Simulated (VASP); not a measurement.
Write the native input for VASP 6.6.1 that does the following.

* Task: single point
* Functional: PBE
* Potentials or basis: VASP PAW PBE potentials, release 64 (Zn, Cu)
* Cutoff: 520 eV
* k mesh: 10 × 10 × 10
* Occupations: fermi-dirac, width 0.05 eV
* Spin: no spin polarisation
* Dipole correction: no
* Further INCAR settings: ALGO = Normal; EDIFF = 1e-07; NBANDS = 18

The structure of ZnCu lies in POSCAR:

```
ZnCu
1.0
    2.9450000000      0.0000000000      0.0000000000
    0.0000000000      2.9450000000      0.0000000000
    0.0000000000      0.0000000000      2.9450000000
Zn Cu
1 1
Direct
    0.4850000000      0.4850000000      0.4850000000
    0.0150000000      0.0150000000      0.0150000000
```

This cell differs from its parent crystal: shortest bond scaled by 0.94.

The input as run:

INCAR

```
PREC = Accurate
ENCUT = 520
EDIFF = 1E-7
ISMEAR = -1
SIGMA = 0.05
LREAL = False
LASPH = True
NELM = 100
ALGO = Normal
ISIF = 2
LWAVE = False
LCHARG = True
GGA = PE
LELF = True
LVHAR = True
NBANDS = 18
```

KPOINTS

```
regular mesh
0
Gamma
  10 10 10
```

Potentials or basis: VASP PAW PBE potentials, release 64 (Zn, Cu).

Launch:

```console
$ cat potpaw_PBE.64/Zn/POTCAR potpaw_PBE.64/Cu/POTCAR > POTCAR
$ mpirun -np 1 vasp_std > vasp.out
```

Results of the run:

| Property | Result |
| --- | --- |
| Pressure | 4.2 GPa |
| Largest force | 0.790 eV/Å |
| Band gap on the k mesh | zero (an odd number of electrons rules out a gap without spin polarisation) |

Caveat: the cell differs from its parent crystal (shortest bond scaled by 0.94); the cell stands under pressure.

It took 66 s on 1 thread of Intel Xeon 8259CL (shared host), peak memory 0.18 GiB.
